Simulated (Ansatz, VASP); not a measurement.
## Two plane-wave programs on AlGa2As3

```
Al Ga As
1.0
     3.88438    0.00000    0.00000
    -1.94219    3.36397    0.00000
     0.00000    0.00000    9.51475
Al Ga As
1 2 3
Cartesian
  0.0000 0.0000 0.0000
  0.0000 2.2426 6.3432
  1.9422 1.1213 3.1716
  0.0000 2.2426 8.7219
  1.9422 1.1213 5.5503
  0.0000 0.0000 2.3787
```

Alike in both runs: task single point; functional PBE; k mesh 6 × 6 × 2; occupations gaussian, width 0.1 eV; no spin polarisation.

|  | VASP | Ansatz |
| --- | --- | --- |
| version | VASP 6.6.1 | Ansatz 0.2.0 |
| potentials or method | VASP PAW PBE potentials, release 64 (Al, Ga_d, As), cutoff 520 eV | scalar-relativistic, plane waves, PAW |
| valence electrons in the cell | 44 | 74 |

|  | VASP | Ansatz | Ansatz less VASP |
| --- | --- | --- | --- |
| gap on the k mesh at the Fermi level (eV) | 1.23 | 1.24 | +0.010 |
| least direct gap on the mesh (eV) | 1.41 | 1.41 | -0.004 |
| pressure (GPa) | 11.4 | 11.2 | -0.26 |
| traceless stress, the component that is largest in VASP (GPa) | -0.15 | -0.15 | +0.001 |
| rms of the force components (eV/Å) | 0.036 | 0.035 | -0.0004 |

Atom by atom the forces differ by 0.001 eV/Å (rms over components). The functional is the same, so the differences come from potentials, cutoffs and numerics. VASP's potentials hold 44 valence electrons a cell and Ansatz's 74, so a difference there can come from the potentials and not from the codes.
